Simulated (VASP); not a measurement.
# PtSe2: relaxation of cell and atoms with PBE+D3(BJ)

The system is PtSe2.

```
CELL_PARAMETERS angstrom
1.72288 0.99471 6.33437
-1.72288 0.99471 6.33437
0.00000 -1.98941 6.33437
ATOMIC_POSITIONS crystal
Pt 0.00000 0.00000 0.00000
Se 0.42185 0.42185 0.42185
Se 0.24481 0.24481 0.24481
```

```yaml
Program: VASP 6.6.1
Task: relaxation of cell and atoms
Functional: PBE
Dispersion: D3(BJ)
Potentials_or_basis: VASP PAW PBE potentials, release 64 (Pt, Se)
Cutoff: 600 eV
k_mesh: 8 × 8 × 8
Occupations: fermi-dirac, width 0.02 eV
Spin: no spin polarisation
Dipole_correction: no
Further_INCAR_settings: ALGO = Normal; EDIFF = 1e-06; IBRION = 2; EDIFFG = -0.005; NSW = 80; ISIF = 3
```

```
Relaxed volume                        : 19.92 Å³/atom
Relaxed cell                          : a = 5.630 Å, b = 5.630 Å, c = 5.630 Å, α = 37.67°, β = 37.67°, γ = 37.67°
Space group after relaxing (to 0.1 Å) : R3m (No. 160)
Energy gained by relaxing             : 113.7 meV/atom
Ionic steps                           : 21
Pressure after relaxing               : 0.0 GPa
Largest force after relaxing          : 0.005 eV/Å
Band gap on the k mesh                : zero (bands 11 and 12 overlap by 1.01 eV)
Dispersion energy per atom            : -0.485 eV
```

Forces in eV/Å, atoms in the order of the input:
```
Pt   0.000  0.000  0.001
Se   0.000  0.000 -0.005
Se   0.000  0.000  0.004
```

The path:
```tsv
step	energy change (eV)	largest force (eV/Å)	pressure (GPa)	volume (Å³)
1	0.0000	0.6530	-4.15	65.13
2	-0.0617	0.8501	7.99	59.91
3	-0.0975	0.2473	2.87	61.78
4	-0.2229	0.3019	2.57	62.26
5	-0.2897	0.5872	2.05	62.57
6	-0.2733	0.2682	-4.50	65.43
7	-0.3038	0.2164	-0.77	63.69
8	-0.3122	0.1669	-0.63	63.11
9	-0.3285	0.1376	0.09	61.39
10	-0.3235	0.2861	2.54	58.01
11	-0.3321	0.1771	0.80	60.23
12	-0.3373	0.1275	-0.39	60.38
13	-0.3377	0.1200	-0.82	60.43
14	-0.3404	0.0774	-0.45	59.92
15	-0.3404	0.0737	-0.41	59.88
16	-0.3407	0.0398	0.24	59.65
17	-0.3408	0.0399	0.05	59.71
18	-0.3409	0.0269	0.06	59.73
19	-0.3410	0.0105	0.02	59.79
20	-0.3410	0.0056	0.00	59.77
21	-0.3410	0.0047	0.03	59.77
```

Final structure:
```xyz
3
Lattice="1.8175 1.0493 5.2237 -1.8175 1.0493 5.2237 0.0000 -2.0986 5.2237" Properties=species:S:1:pos:R:3 pbc="T T T"
Pt    0.0000    0.0000   15.6515
Se    0.0000    0.0000    6.7184
Se    0.0000    0.0000    3.7488
```

Levels at points of the mesh, in eV from the Fermi level:
```tsv
k point	band 8	band 9	band 10	band 11	band 12	band 13	band 14	band 15
(0.00, 0.00, 0.00)	-2.81	-0.23	-0.23	0.75	0.93	0.93	2.50	6.04
(0.50, 0.00, 0.00)	-3.00	-2.37	-1.99	-1.27	0.19	0.94	3.29	5.12
(0.50, 0.50, 0.00)	-3.37	-2.62	-2.10	-2.02	0.20	1.98	4.29	6.76
(0.50, 0.50, 0.50)	-2.98	-2.16	0.03	0.03	0.72	0.72	3.63	6.28
```

Wall time 23 min on 1 thread of Intel(R) Xeon(R) 6975P-C (Granite Rapids), on a shared host, peak memory 0.5 GiB.

Caveat: a cell axis changed by over 15 % at a fixed basis, so the end point is rough; spin-orbit coupling is left out, which moves the levels of the heavy elements.
